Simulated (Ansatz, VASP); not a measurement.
## One calculation of Cr, two programs

File INCAR:

```
SYSTEM = Cr
PREC = Accurate
ENCUT = 520
EDIFF = 1E-6
ISMEAR = -1
SIGMA = 0.025
LREAL = .FALSE.
LASPH = .TRUE.
NELM = 150
ALGO = Normal
ISIF = 2
LWAVE = .FALSE.
LCHARG = .TRUE.
LNONCOLLINEAR = .TRUE.
MAGMOM = 0 0 0.4 0 0 0.4
LORBIT = 11
LSORBIT = .TRUE.
GGA_COMPAT = .FALSE.
LORBMOM = .TRUE.
LMAXMIX = 4
LVHAR = .TRUE.
NBANDS = 36
```

Contents of KPOINTS:

```
regular mesh
0
G
  9 9 5
  0 0 0
```

The input POSCAR:

```
Cr
1.0
    2.7140000000      0.0000000000      0.0000000000
   -1.3570000000      2.3503929459      0.0000000000
    0.0000000000      0.0000000000      4.4100000000
Cr
2
Direct
    0.3333333333      0.6666666667      0.2500000000
    0.6666666667      0.3333333333      0.7500000000
```

Input for Ansatz:

```yaml
crystal:
  lattice:
    - [2.714, 0.0, 0.0]
    - [-1.357, 2.3503929459, 0.0]
    - [0.0, 0.0, 4.41]
  atoms:
    - { symbol: Cr, position: [0.3333333333, 0.6666666667, 0.25], spin: 0.4, spin_axis: [0.0, 0.0, 1.0] }
    - { symbol: Cr, position: [0.6666666667, 0.3333333333, 0.75], spin: 0.4, spin_axis: [0.0, 0.0, 1.0] }
magnetization:
  noncollinear: true
  spin_orbit: true
kpoints:
  mp_grid: { grid: [9, 9, 5] }
scf:
  occupations: { method: fermi_dirac, width: 0.025 }
  convergence: { dr2_threshold: 1.0e-08 }
  max_iter: 60
  lower_state_search: "off"
hamiltonian:
  xc: lda
  pseudopotentials: { kind: all_electron, lapw: { basis_error: 2.5e-05 } }
output:
  eigenvalues: false
  hubbard: { sites: [{ species: Cr, l: d }] }
checkpoint:
  write: state
  compress: false
  write_every: 100000
  read: start
```

Alike in both runs: task single point; functional LDA; k mesh 9 × 9 × 5; occupations fermi-dirac, width 0.025 eV; non-collinear spin, spin-orbit coupling.

|  | VASP | Ansatz |
| --- | --- | --- |
| version | VASP 6.6.1 | Ansatz 0.2.0 |
| potentials or method | VASP PAW LDA potentials, release 64 (Cr_pv), cutoff 520 eV | all-electron LAPW |

VASP gave:

```
net moment per atom (μB) : 0.20
```

**Question.** Which values does Ansatz return?

**Answer.** net moment per atom (μB): 0.46.

The net moments are unlike, so the other rows may belong to different states. LDA's correlation is that of Perdew and Zunger in VASP and of Perdew and Wang (1992) in Ansatz. Ansatz ran all-electron here, and VASP with PAW potentials.
